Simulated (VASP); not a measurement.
Write the native input for VASP 6.6.1 that does the following.

| Property | Result |
| --- | --- |
| Task | single point |
| Functional | RPBE |
| Dispersion | D3(BJ) |
| Potentials or basis | VASP PAW PBE potentials, release 64 (Cd, S) |
| Cutoff | 520 eV |
| k mesh | 8 × 8 × 8 |
| Occupations | fermi-dirac, width 0.15 eV |
| Spin | non-collinear spin, zero start, spin-orbit coupling |
| Starting moments | [[0.0, 0.0, 0.0], [0.0, 0.0, 0.0]] μB |
| Dipole correction | no |
| Further INCAR settings | ALGO = Normal; EDIFF = 1e-06; NBANDS = 30 |

The structure of CdS lies in POSCAR:

```
CdS
1.0
    0.0000000000      2.7532440000      2.7532440000
    2.7532440000      0.0000000000      2.7532440000
    2.7532440000      2.7532440000      0.0000000000
Cd S
1 1
Direct
    0.0000000000      0.0000000000      0.0000000000
    0.5000000000      0.5000000000      0.5000000000
```

The input as run:

INCAR

```
SYSTEM = CdS
PREC = Accurate
ENCUT = 520
EDIFF = 1E-6
ISMEAR = -1
SIGMA = 0.15
LREAL = .FALSE.
LASPH = .TRUE.
NELM = 150
ALGO = Normal
ISIF = 2
LWAVE = .FALSE.
LCHARG = .FALSE.
MAGMOM = 0 0 0 0 0 0
LORBIT = 11
LSORBIT = .TRUE.
GGA_COMPAT = .FALSE.
LORBMOM = .TRUE.
GGA = RP
IVDW = 12
NBANDS = 30
```

KPOINTS

```
Automatic mesh
0
G
  8 8 8
  0 0 0
```

Potentials or basis: VASP PAW PBE potentials, release 64 (Cd, S).

Run with:

```bash
$ cat potpaw_PBE.64/Cd/POTCAR potpaw_PBE.64/S/POTCAR > POTCAR
$ mpirun -np 1 vasp_ncl > vasp.out
```

It gave:

- Pressure: -13.1 GPa
- Net moment: 0.00 μB per cell
- Valence electrons inside the program's atomic spheres: Cd 10.19; S 3.72
- Dispersion energy per atom: -1.461 eV

Caveat: three body term missing; the cell stands under tension; the PAW data sets were made with another functional, which shifts forces and pressure a little.

It took 2.4 min on 1 thread of Intel Xeon 8259CL, on a shared host, peak memory 0.31 GiB.
